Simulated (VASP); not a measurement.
# PtSe2 (P-3m1) in VASP: further runs

Runs on PtSe2. Level: PBE. Tasks: single point.

All numbers are computed with VASP 6.6.1; they aren't measurements. Logs are shortened: lines on timing, memory, paths and dates and some standing lists are left out, and cuts for length are marked.

**1. The cell of the first run**

Symmetry: P-3m1, No. 164, trigonal system. The conventional cell has a = 3.864 Å, b = 3.864 Å, c = 6.696 Å, α = 90.00°, β = 90.00°, γ = 120.00°. Within 3.4 Å of Pt (site symmetry -3m) lie 6 Se at 2.56 Å. Se (site symmetry 3m) has 3 Pt at 2.56 Å and 3 Se at 3.35 Å within 3.4 Å.

**2. Single point, PBE**

The input, INCAR:

```
SYSTEM = PtSe2
PREC = Accurate
ENCUT = 520
EDIFF = 1E-6
ISMEAR = 0
SIGMA = 0.02
LREAL = .False.
LASPH = .True.
NELM = 100
ALGO = Normal
ISIF = 2
LWAVE = .False.
LCHARG = .False.
GGA = PE
NBANDS = 18
```

The input, KPOINTS:

```
Automatic mesh
0
Gamma
  12 12 4
  0 0 0
```

The input, POSCAR:

```
PtSe2
1.0
    3.8641062703      0.0000000000      0.0000000000
   -1.9320531352      3.3464141930      0.0000000000
    0.0000000000      0.0000000000      6.6963725839
Pt Se
1 2
Direct
    0.0000000000      0.0000000000      0.0000000000
    0.6666666667      0.3333333333      0.8138811920
    0.3333333333      0.6666666667      0.1861188080
```

Potentials or basis: VASP PAW PBE potentials, release 64 (Pt, Se).

Command:

```console
$ cat potpaw_PBE.64/Pt/POTCAR potpaw_PBE.64/Se/POTCAR > POTCAR
$ mpirun -np 1 vasp_std > vasp.out
```

OUTCAR:

```text
SYSTEM = PtSe2
   PREC = Accurate
   ENCUT = 520
   EDIFF = 1E-6
   ISMEAR = 0
   LREAL = .False.
   LASPH = .True.
   NELM = 100
   ISIF = 2
   GGA = PE

 ion  position               nearest neighbor table
   1  0.000  0.000  0.000-   2 2.56   3 2.56   2 2.56   3 2.56   2 2.56   3 2.56
   2  0.667  0.333  0.814-   1 2.56   1 2.56   1 2.56
   3  0.333  0.667  0.186-   1 2.56   1 2.56   1 2.56

  LATTYP: Found a hexagonal cell.
 ALAT       =     3.8641062703
 C/A-ratio  =     1.7329680178

  Lattice vectors:

 A1 = (   3.8641062703,   0.0000000000,   0.0000000000)
 A2 = (  -1.9320531352,   3.3464141930,   0.0000000000)
 A3 = (   0.0000000000,   0.0000000000,   6.6963725839)

Analysis of symmetry for initial positions (statically):
=====================================================================
 Subroutine PRICEL returns:
 Original cell was already a primitive cell.

 Routine SETGRP: Setting up the symmetry group for a
 hexagonal supercell.

 Subroutine GETGRP returns: Found 12 space group operations
 (whereof 12 operations were pure point group operations)
 out of a pool of 24 trial point group operations.

The static configuration has the point symmetry D_3d.

Analysis of symmetry for dynamics (positions and initial velocities):
=====================================================================
 Subroutine PRICEL returns:
 Original cell was already a primitive cell.

 Routine SETGRP: Setting up the symmetry group for a
 hexagonal supercell.

 Subroutine GETGRP returns: Found 12 space group operations
 (whereof 12 operations were pure point group operations)
 out of a pool of 24 trial point group operations.

The dynamic configuration has the point symmetry D_3d.

 Subroutine INISYM returns: Found 12 space group operations
 (whereof 12 operations are pure point group operations),
 and found     1 'primitive' translations

----------------------------------------------------------------------------------------

                                     Primitive cell

  volume of cell :      86.5901

  direct lattice vectors                    reciprocal lattice vectors
     3.864106270  0.000000000  0.000000000     0.258792054  0.149413662  0.000000000
    -1.932053135  3.346414193  0.000000000     0.000000000  0.298827325  0.000000000
     0.000000000  0.000000000  6.696372584     0.000000000  0.000000000  0.149334582

  length of vectors
     3.864106270  3.864106270  6.696372584     0.298827325  0.298827325  0.149334582

  position of ions in fractional coordinates (direct lattice)
     0.000000000  0.000000000  0.000000000
     0.666666667  0.333333333  0.813881192
     0.333333333  0.666666667  0.186118808

  ion indices of the primitive-cell ions
   primitive index   ion index
                 1           1
                 2           2
                 3           3

----------------------------------------------------------------------------------------

 KPOINTS: Automatic mesh

Automatic generation of k-mesh.
 Grid dimensions read from file:
 generate k-points for:   12   12    4

 Generating k-lattice:

  Cartesian coordinates                     Fractional coordinates (reciprocal lattice)
     0.021566005  0.012451139  0.000000000     0.083333333  0.000000000  0.000000000
     0.000000000  0.024902277  0.000000000     0.000000000  0.083333333  0.000000000
     0.000000000  0.000000000  0.037333645     0.000000000  0.000000000  0.250000000

  Length of vectors
     0.024902277  0.024902277  0.037333645

  Shift w.r.t. Gamma in fractional coordinates (k-lattice)
     0.000000000  0.000000000  0.000000000

 Subroutine IBZKPT returns following result:
 ===========================================

 Found     69 irreducible k-points:

 Following reciprocal coordinates:
            Coordinates               Weight
  0.000000  0.000000  0.000000      1.000000
  0.083333 -0.000000  0.000000      6.000000
  0.166667 -0.000000  0.000000      6.000000
  0.250000  0.000000  0.000000      6.000000
  0.333333  0.000000  0.000000      6.000000
  0.416667 -0.000000  0.000000      6.000000
[... 16 lines left out ...]
  0.166667 -0.000000  0.250000      6.000000
  0.000000  0.166667  0.250000      6.000000
 [... further k-points ...]
   k-points           NKPTS =     69   k-points in BZ     NKDIM =     69   number of bands    NBANDS=     18
   number of dos      NEDOS =    301   number of ions     NIONS =      3
   total plane-waves  NPLWV =  45000
   dimension x,y,z NGX =    30 NGY =   30 NGZ =   50
   dimension x,y,z NGXF=    60 NGYF=   60 NGZF=  100
   ions per type =               1   2
   NGX,Y,Z   is equivalent  to a cutoff of  12.91, 12.91, 12.41 a.u.
   NGXF,Y,Z  is equivalent  to a cutoff of  25.81, 25.81, 24.83 a.u.
 SYSTEM =  PtSe2
   PREC   = accura    normal or accurate (medium, high low for compatibility)
   ISTART =      0    job   : 0-new  1-cont  2-samecut
   ICHARG =      2    charge: 1-file 2-atom 10-const
   ISPIN  =      1    spin polarized calculation?
   LNONCOLLINEAR =      F non collinear calculations
   LSORBIT =      F    spin-orbit coupling
   LASPH  =      T    aspherical Exc in radial PAW
   ENCUT  =  520.0 eV  38.22 Ry    6.18 a.u.   7.18  7.18 12.45*2*pi/ulx,y,z
   NELM   =    100;   NELMIN=  2; NELMDL= -5     # of ELM steps
   EDIFF  = 0.1E-05   stopping-criterion for ELM
   LREAL  =      F    real-space projection
   EDIFFG = 0.1E-04   stopping-criterion for IOM
   NSW    =      0    number of steps for IOM
   IBRION =     -1    ionic relax: 0-MD 1-quasi-New 2-CG
   NFREE  =      0    steps in history (QN), initial steepest desc. (CG)
   ISIF   =      2    stress and relaxation
   ISYM   =      2    0-nonsym 1-usesym 2-fastsym
   POTIM  = 0.5000    time-step for ionic-motion
   TEBEG  =    0.0;   TEEND  =   0.0 temperature during run
   PSTRESS=    0.0 pullay stress
   NELECT =      22.0000    total number of electrons
   NUPDOWN=      -1.0000    fix difference up-down
   EMIN   =  10.00;   EMAX   =-10.00  energy-range for DOS
   EFERMI =   0.00;   METHOD = LEGACY
   ISMEAR =     0;   SIGMA  =   0.02  broadening in eV -4-tet -1-fermi 0-gaus
   EFERMI_NEDOS =   21; number of points for ismear=-14 and -15
   IALGO  =     38    algorithm
   IMIX   =      4    mixing-type and parameters
     AMIX     =   0.40;   BMIX     =  1.00
     AMIX_MAG =   1.60;   BMIX_MAG =  1.00
  volume/ion in A,a.u.               =      28.86       194.78
  Fermi-wavevector in a.u.,A,eV,Ry     =   1.036875  1.959409 14.627747  1.075109
  Thomas-Fermi vector in A             =   2.171286
   LORBIT       =      0    0 simple, 1 ext, 2 COOP (PROOUT), +10 PAW based schemes
   GGA     = PE    functional components
   LHFCALC =     F    Hartree Fock is set to
   AEXX    =    0.0000 exact exchange contribution
   IVDW    =     0    specifies the selected vdW correction
   LEPSILON=     F    determine dielectric tensor
   LRPA    =     F    only Hartree local field effects (RPA)
 non-spin polarized calculation
 Gauss-broadening in eV      SIGMA  =   0.02
  energy-cutoff  :      520.00
  volume of cell :       86.59
 maximum number of plane-waves:      2367
 NGX is ok and might be reduce to    30
   NGX = 15   NGY = 15   NGZ = 25

 number of electron      22.0000000 magnetization

 Free energy of the ion-electron system (eV)
  ---------------------------------------------------
  ext. energy  EPLUGINS =         0.00000000
  ---------------------------------------------------
  free energy    TOTEN  =       -14.24034110 eV

  energy without entropy =      -14.24034110  energy(sigma->0) =      -14.24034110

 E-fermi :   2.4878     XC(G=0):  -8.4954

 val. band max:        2.3580955940   @ k =   0.1667   0.0833   0.0000
 cond. band min:       3.1285327678   @ k =   0.0000   0.2500   0.2500
 fundamental gap:      0.7704371737
 Fermi energy:         2.4878174585

 k-point     1 :       0.0000    0.0000    0.0000
  band No.  band energies     occupation
      1     -11.7364      2.00000
      2      -9.8583      2.00000
      3      -2.9502      2.00000
      4      -2.9502      2.00000
      5      -2.7011      2.00000
      6      -0.6242      2.00000
[... 10 lines left out ...]
     17      10.0466      0.00000
     18      10.5400      0.00000

 k-point     2 :       0.0833   -0.0000    0.0000
  band No.  band energies     occupation
      1     -11.6707      2.00000
      2      -9.8733      2.00000
      3      -2.9341      2.00000
      4      -2.9045      2.00000
      5      -2.6389      2.00000
      6      -0.7214      2.00000
[... 10 lines left out ...]
     17      10.3160      0.00000
     18      11.0119      0.00000

 k-point     3 :       0.1667   -0.0000    0.0000
  band No.  band energies     occupation
      1     -11.4819      2.00000
      2      -9.9160      2.00000
      3      -2.8790      2.00000
      4      -2.7782      2.00000
      5      -2.4710      2.00000
      6      -1.0683      2.00000
[... 10 lines left out ...]
     17      10.9856      0.00000
     18      11.4163      0.00000

 k-point     4 :       0.2500    0.0000    0.0000
  band No.  band energies     occupation
      1     -11.1966      2.00000
      2      -9.9803      2.00000
      3      -2.8170      2.00000
      4      -2.6080      2.00000
      5      -2.3134      2.00000
      6      -1.5286      2.00000
[... 375 lines left out ...]
      4      -2.9045      2.00000
      5      -2.5324      2.00000
      6      -0.7227      2.00000
[... 10 lines left out ...]
     17      10.1884      0.00000
     18      10.3173      0.00000

 k-point    23 :       0.1667   -0.0000    0.2500
  band No.  band energies     occupation
      1     -11.4712      2.00000
      2      -9.9368      2.00000
      3      -2.8937      2.00000
      4      -2.7766      2.00000
      5      -2.3843      2.00000
      6      -1.0625      2.00000
[... 10 lines left out ...]
     17      10.9100      0.00000
     18      10.9672      0.00000

 k-point    24 :       0.0000    0.1667    0.2500
  band No.  band energies     occupation
      1     -11.4717      2.00000
      2      -9.9355      2.00000
      3      -2.9098      2.00000
      4      -2.7791      2.00000
      5      -2.3723      2.00000
      6      -1.0695      2.00000
[... 10 lines left out ...]
     17      10.3950      0.00000
     18      11.0372      0.00000

 [... further k-points ...]
[... 5 lines left out ...]
  --------------------------------------------------------------------------------------
  -------------------------------------------------------------------------------------
  Total       -2.0875593     -2.0875593     -0.0649999      0.0000000      0.0000000     -0.0000000
  in kB      -38.6261150    -38.6261150     -1.2026927      0.0000000      0.0000000     -0.0000000
  external PRESSURE =     -26.1516409 kB  Pullay stress =       0.0000000 kB

 VOLUME and BASIS-vectors are now :
 -----------------------------------------------------------------------------
  energy-cutoff  :      520.00
  volume of cell :       86.59
      direct lattice vectors                 reciprocal lattice vectors
     3.864106270  0.000000000  0.000000000     0.258792054  0.149413662  0.000000000
    -1.932053135  3.346414193  0.000000000     0.000000000  0.298827325  0.000000000
     0.000000000  0.000000000  6.696372584     0.000000000  0.000000000  0.149334582

 POSITION                                       TOTAL-FORCE (eV/Angst)
 -----------------------------------------------------------------------------------
      0.00000      0.00000      0.00000         0.000000      0.000000      0.000000
      1.93205      1.11547      5.45005        -0.000000      0.000000      0.003584
     -0.00000      2.23094      1.24632         0.000000     -0.000000     -0.003584
 -----------------------------------------------------------------------------------
    total drift:                                0.000000     -0.000000      0.000000

  FREE ENERGIE OF THE ION-ELECTRON SYSTEM (eV)
  ---------------------------------------------------
  free  energy   TOTEN  =       -14.2403410990 eV

  energy  without entropy=      -14.2403410990  energy(sigma->0) =      -14.24034110
```

Wall time 81 s (1 thread of Intel Xeon Platinum 8488C (Sapphire Rapids), shared host); peak memory 0.27 GiB.

What came out:

```
Free energy            : -14.2403 eV
Pressure               : -2.6 GPa
Largest force          : 0.004 eV/Å
Band gap on the k mesh : 0.77 eV, indirect (least direct gap 0.89 eV)
```

Forces in eV/Å, atoms in the order of the input:
```
Pt   0.000  0.000  0.000
Se   0.000  0.000  0.004
Se   0.000  0.000 -0.004
```

Caveat: spin-orbit coupling is left out, which moves the levels of the heavy elements; this functional lacks dispersion, which binds the layers, so the pressure and a relaxed spacing across them are unreliable.

**3. Single point, PBE**

This run uses another cell than the first one, of 25.64 Å³/atom, 0.888 times its volume.

The input, INCAR:

```
ALGO = Normal
EDIFF = 1E-6
ENCUT = 520
GGA = PE
ISIF = 2
ISMEAR = 0
LASPH = True
LCHARG = False
LREAL = False
LWAVE = False
NBANDS = 18
NELM = 60
PREC = Accurate
SIGMA = 0.02
```

The input, KPOINTS:

```
k-points
0
Gamma
  12 12 6
```

The input, POSCAR:

```
PtSe2
1.0
    3.7535431150      0.0000000000      0.0000000000
   -1.8767715575      3.2506636918      0.0000000000
    0.0000000000      0.0000000000      6.3048686178
Pt Se
1 2
Direct
    0.0000000000      0.0000000000      0.0000000000
    0.6666666667      0.3333333333      0.7929271711
    0.3333333333      0.6666666667      0.2070728289
```

Potentials or basis: VASP PAW PBE potentials, release 64 (Pt, Se).

Command:

```console
$ cat potpaw_PBE.64/Pt/POTCAR potpaw_PBE.64/Se/POTCAR > POTCAR
$ mpirun -np 1 vasp_std > vasp.out
```

It took 75 s on 1 thread of Intel Xeon Platinum 8488C (Sapphire Rapids), shared host; peak memory 0.28 GiB.

Results (log left out):

```yaml
Free_energy: -14.3025 eV
Pressure: 0.0 GPa
Largest_force: 0.003 eV/Å
Band_gap_on_the_k_mesh: 0.71 eV, indirect (least direct gap 0.98 eV)
```

Forces on the atoms (eV/Å):
```
Pt   0.000  0.000  0.000
Se   0.000  0.000  0.003
Se   0.000  0.000 -0.003
```

Levels at points of the mesh, in eV from the valence-band top:
```tsv
k point	band 8	band 9	band 10	band 11	band 12	band 13	band 14	band 15
(0.00, 0.00, 0.00)	-1.72	-0.36	-0.36	-0.18	2.51	2.51	4.14	5.07
(0.50, 0.00, 0.00)	-2.58	-2.24	-2.21	-2.02	1.80	2.44	4.63	5.98
(0.00, 0.00, 0.50)	-1.53	-1.36	-0.41	-0.41	2.62	2.62	5.20	5.84
(0.50, 0.00, 0.50)	-2.63	-2.32	-2.13	-1.40	2.06	2.22	4.32	5.60
```

Caveat: spin-orbit coupling is left out, which moves the levels of the heavy elements; this functional lacks dispersion, which binds the layers, so the pressure and a relaxed spacing across them are unreliable.
